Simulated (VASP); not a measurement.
Wanted: the native input for a VASP 6.6.1 run.

```yaml
Task: single point
Functional: PBE
Potentials_or_basis: VASP PAW PBE potentials, release 64 (Ga_d, Sb, As)
Cutoff: 520 eV
k_mesh: 6 × 6 × 1
Occupations: gaussian, width 0.1 eV
Spin: no spin polarisation
Dipole_correction: no
Further_INCAR_settings: ALGO = Normal; EDIFF = 1e-06; NBANDS = 66
```

The structure of Ga3Sb2As lies in POSCAR:

```
Ga3Sb2As
1.0
    4.0251217500      0.0000000000      0.0000000000
   -2.0125608700      3.4858576900      0.0000000000
    0.0000000000      0.0000000000     19.9143293800
Ga Sb As
6 4 2
Direct
    0.3333333300      0.6666666700      0.3333280300
    0.3333333300      0.6666666700      0.6666613600
    0.3333333300      0.6666666700      0.9999947000
    0.6666666700      0.3333333300      0.1666613600
    0.6666666700      0.3333333300      0.4999947000
    0.6666666700      0.3333333300      0.8333280300
    0.3333333300      0.6666666700      0.1246719700
    0.3333333300      0.6666666700      0.7913386300
    0.6666666700      0.3333333300      0.2913386300
    0.6666666700      0.3333333300      0.6246719700
    0.3333333300      0.6666666700      0.4580053000
    0.6666666700      0.3333333300      0.9580053000
```

One way to write it, as run:

INCAR

```
SYSTEM = Ga3Sb2As
ALGO = Normal
EDIFF = 1E-6
ENCUT = 520
GGA = PE
ISIF = 2
ISMEAR = 0
LASPH = .TRUE.
LCHARG = .FALSE.
LREAL = .FALSE.
LWAVE = .FALSE.
NBANDS = 66
NELM = 80
PREC = Accurate
SIGMA = 0.1
```

KPOINTS

```
k-points
0
G
  6 6 1
  0 0 0
```

Potentials or basis: VASP PAW PBE potentials, release 64 (Ga_d, Sb, As).

Run with:

```bash
$ cat potpaw_PBE.64/Ga_d/POTCAR potpaw_PBE.64/Sb/POTCAR potpaw_PBE.64/As/POTCAR > POTCAR
$ mpirun -np 1 vasp_std > vasp.out
```

Results of the run:

The pressure is 14.2 GPa and the largest force is 1.466 eV/Å. The band gap on the k mesh is 0.23 eV.

Caveat: the cell stands under pressure; spin-orbit coupling is left out, which moves the levels of the heavy elements; an odd mesh through Γ misses points on the zone boundary, where band edges can lie; forces of over 1 eV/Å act on the atoms, so gaps and moduli don't describe the material at rest.

It took 4.6 min on 1 thread of Intel Xeon 8259CL, with other jobs on the host, peak memory 0.4 GiB.
